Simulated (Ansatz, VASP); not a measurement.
**BN: VASP beside Ansatz**

Contents of INCAR:

```
PREC     = Accurate       # precision mode
ENCUT    = 520            # plane-wave cutoff, eV
EDIFF    = 1E-6           # SCF threshold, eV
ISMEAR   = 0              # smearing method
SIGMA    = 0.05           # smearing width, eV
LREAL    = F              # projectors in reciprocal space
LASPH    = T              # aspherical terms in the spheres
NELM     = 60             # most SCF steps
ALGO     = Normal         # electronic algorithm
ISIF     = 2              # what is computed and relaxed
LWAVE    = F              # write WAVECAR
LCHARG   = F              # write CHGCAR
GGA      = PE             # functional
IVDW     = 12             # dispersion correction
NBANDS   = 16             # bands
```

File KPOINTS:

```
Automatic mesh
0
Gamma
  12 12 4
```

The input POSCAR:

```
BN
1.0
    2.5061233057      0.0000000000      0.0000000000
   -1.2530616528      2.1703664477      0.0000000000
    0.0000000000      0.0000000000      6.5973571420
B N
2 2
Direct
   -0.1105804046     -0.2211608093      0.5000000000
    0.3333333333      0.6666666667      0.0000000000
    0.0000000000      0.0000000000      0.0000000000
    0.6666666667      0.3333333333      0.5000000000
```

Input for Ansatz:

```yaml
crystal:
  lattice:
    - [2.5061233057, 0.0, 0.0]
    - [-1.2530616528, 2.1703664477, 0.0]
    - [0.0, 0.0, 6.597357142]
  atoms:
    - { symbol: B, position: [-0.1105804046, -0.2211608093, 0.5] }
    - { symbol: B, position: [0.3333333333, 0.6666666667, 0.0] }
    - { symbol: "N", position: [0.0, 0.0, 0.0] }
    - { symbol: "N", position: [0.6666666667, 0.3333333333, 0.5] }
basis:
  ecutwfc: 420
kpoints:
  mp_grid: { grid: [12, 12, 4] }
hamiltonian:
  xc: pbe
  dispersion: d3bj
scf:
  occupations: { method: gaussian, width: 0.05 }
output:
  forces: true
  stress: true
  eigenvalues: true
```

Alike in both runs: task single point; functional PBE; dispersion D3(BJ); k mesh 12 × 12 × 4; occupations gaussian, width 0.05 eV; no spin polarisation.

|  | VASP | Ansatz |
| --- | --- | --- |
| version | VASP 6.6.1 | Ansatz 0.2.0 |
| potentials or method | VASP PAW PBE potentials, release 64 (B, N), cutoff 520 eV | scalar-relativistic, plane waves, PAW |
| valence electrons in the cell | 16 | 16 |

Ansatz gave:

- gap on the k mesh at the Fermi level (eV): 3.38
- least direct gap on the mesh (eV): 4.39
- rms of the force components (eV/Å): 24.685

Question: Estimate VASP's values.

Answer: gap on the k mesh at the Fermi level (eV): 3.36; least direct gap on the mesh (eV): 4.38; rms of the force components (eV/Å): 25.759.

Atom by atom the forces differ by 1.073 eV/Å (rms over components).
